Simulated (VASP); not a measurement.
PdPt3Se8, 12 atoms in the cell. Symmetry: P-3m1, No. 164, trigonal system. Conventional cell: a = 3.752 Å, b = 3.752 Å, c = 25.001 Å, α = 90.00°, β = 90.00°, γ = 120.00°. Pd (site symmetry -3m) has 6 Se at 2.53 Å within 3.3 Å. Within 3.3 Å of Pt (site symmetry 3m) lie 6 Se at 2.53 Å. Pt (site symmetry -3m) has 6 Se at 2.53 Å within 3.3 Å. Within 3.4 Å of Se (site symmetry 3m) lie 3 Pt at 2.53 Å and 3 Se at 3.39 Å. Se (site symmetry 3m) has 3 Pt at 2.53 Å and 3 Se at 3.39 Å within 3.4 Å. Within 3.4 Å of Se (site symmetry 3m) lie 3 Pt at 2.53 Å and 3 Se at 3.39 Å. Se (site symmetry 3m) has 3 Pd at 2.53 Å and 3 Se at 3.39 Å within 3.4 Å. 

```yaml
Program: VASP 6.6.1
Task: single point
Functional: PBE
Potentials_or_basis: VASP PAW PBE potentials, release 64 (Pd, Pt, Se)
Cutoff: 500 eV
k_mesh: 12 × 12 × 2
Occupations: gaussian, width 0.01 eV
Spin: no spin polarisation
Dipole_correction: no
Further_INCAR_settings: ALGO = Normal; EDIFF = 1e-06; NBANDS = 56
```

Potentials or basis: VASP PAW PBE potentials, release 64 (Pd, Pt, Se).

Run with:

```console
$ cat potpaw_PBE.64/Pd/POTCAR potpaw_PBE.64/Pt/POTCAR potpaw_PBE.64/Se/POTCAR > POTCAR
$ mpirun -np 1 vasp_std > vasp.out
```

Hardware: 1 thread of Intel Xeon 8259CL (shared host).

Q: How long does it take, and how much memory?

A: It took 25 min on 1 thread of Intel Xeon 8259CL, on a shared host, peak memory 0.75 GiB. Counts: scf iterations 17, k points 38.
